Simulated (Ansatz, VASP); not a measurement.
## Pd: VASP beside Ansatz

```
Pd
1.0
     0.00000    2.97776    2.97776
     2.97776    0.00000    2.97776
     2.97776    2.97776    0.00000
Pd
2
Direct
  0.12500 0.12500 0.12500
  0.87500 0.87500 0.87500
```

Alike in both runs: task single point; functional r2SCAN; k mesh 11 × 11 × 11; occupations fermi-dirac, width 0.05 eV; collinear spin.

|  | VASP | Ansatz |
| --- | --- | --- |
| version | VASP 6.6.1 | Ansatz 0.2.0 |
| potentials or method | VASP PAW PBE potentials, release 64 (Pd), cutoff 520 eV | plane waves (500 eV) with PAW, scalar-relativistic |
| valence electrons in the cell | 20 | 36 |

VASP gave:

* pressure (GPa): -6.6
* net moment per atom (μB): 0.50
* size of the moment on the site where the two differ most (μB): 0.50

Q: What did Ansatz give for the same quantities?

A: Pressure (GPa): -6.5; net moment per atom (μB): 0.49; size of the moment on the site where the two differ most (μB): 0.49.

VASP's potentials were made for PBE, not for r2SCAN. Site moments also hang on the region over which each program counts them. The functional is the same, so the differences come from potentials, cutoffs and numerics. VASP's potentials hold 20 valence electrons a cell and Ansatz's 36, so a difference there can come from the potentials and not from the codes. Ansatz's warnings: stability check not made.
